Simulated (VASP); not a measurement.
Here is a VASP 6.6.1 calculation.

INCAR

```
SYSTEM = Mn
PREC = Accurate ; ENCUT = 520
EDIFF = 1E-7 ; ISMEAR = -1
SIGMA = 0.1 ; LREAL = .FALSE.
LASPH = .TRUE. ; NELM = 60
ALGO = Normal ; ISIF = 2
LWAVE = .FALSE. ; LCHARG = .FALSE.
GGA = PE ; NBANDS = 20
```

KPOINTS

```
Automatic mesh
0
G
  24 24 13
  0 0 0
```

POSCAR

```
Mn
1.0
    2.4154395937      0.0000000000      0.0000000000
   -1.2077197968      2.0918320495      0.0000000000
    0.0000000000      0.0000000000      3.9034353043
Mn
2
Direct
    0.3333333333      0.6666666667      0.2500000000
    0.6666666667      0.3333333333      0.7500000000
```

Potentials or basis: VASP PAW PBE potentials, release 64 (Mn_pv).

The run is started by

```console
$ cat potpaw_PBE.64/Mn_pv/POTCAR > POTCAR
$ mpirun -np 1 vasp_std > vasp.out
```

Problem. Estimate the pressure.

Solution. 28.0 GPa.

Problem. Estimate the band gap on the k mesh.

Solution. Zero (bands 13 and 14 overlap by 2.37 eV).

Stress tensor (GPa, compression positive):
```
28.01  0.00  0.00
 0.00 28.01  0.00
 0.00  0.00 27.86
```

Caveat: the cell stands under pressure; the run has no spin polarisation, though such a crystal can be magnetic. Spin polarisation is off, so any magnetic state and its effect on volume and gap are missing.
